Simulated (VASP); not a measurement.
The system is W3N4.

```
W N
1.0
     4.12200    0.00000    0.00000
     0.00000    4.12200    0.00000
     0.00000    0.00000    4.12200
W N
3 4
Direct
  0.50000 0.50000 0.00000
  0.00000 0.50000 0.50000
  0.50000 0.00000 0.50000
  0.50000 0.50000 0.50000
  0.50000 0.00000 0.00000
  0.00000 0.50000 0.00000
  0.00000 0.00000 0.50000
```

- Program: VASP 6.6.1
- Task: relaxation of cell and atoms
- Functional: LDA
- Potentials or basis: VASP PAW LDA potentials, release 64 (W_sv, N)
- Cutoff: 600 eV
- k mesh: 10 × 10 × 10
- Occupations: gaussian, width 0.1 eV
- Spin: no spin polarisation

At the start: pressure 13.3 GPa; volume 10.01 Å³/atom.

Question: Where does the relaxation end?

Answer: Over 4 steps the energy falls by 13.1 meV/atom and the volume is 10.33 Å³/atom (+3.2 %); space group Pm-3m (No. 221, to 0.1 Å) before and after.

The path:
| step | energy change (eV) | largest force (eV/Å) | pressure (GPa) | volume (Å³) |
| --- | --- | --- | --- | --- |
| 1 | 0.0000 | 0.0000 | 13.32 | 70.04 |
| 2 | 0.5166 | 0.0000 | -27.68 | 78.81 |
| 3 | -0.0914 | 0.0000 | -0.42 | 72.38 |
| 4 | -0.0916 | 0.0000 | -0.03 | 72.31 |

Final structure:
```
W N
1.0
     4.16607    0.00000    0.00000
     0.00000    4.16607    0.00000
     0.00000    0.00000    4.16607
W N
3 4
Direct
  0.50000 0.50000 0.00000
  0.00000 0.50000 0.50000
  0.50000 0.00000 0.50000
  0.50000 0.50000 0.50000
  0.50000 0.00000 0.00000
  0.00000 0.50000 0.00000
  0.00000 0.00000 0.50000
```
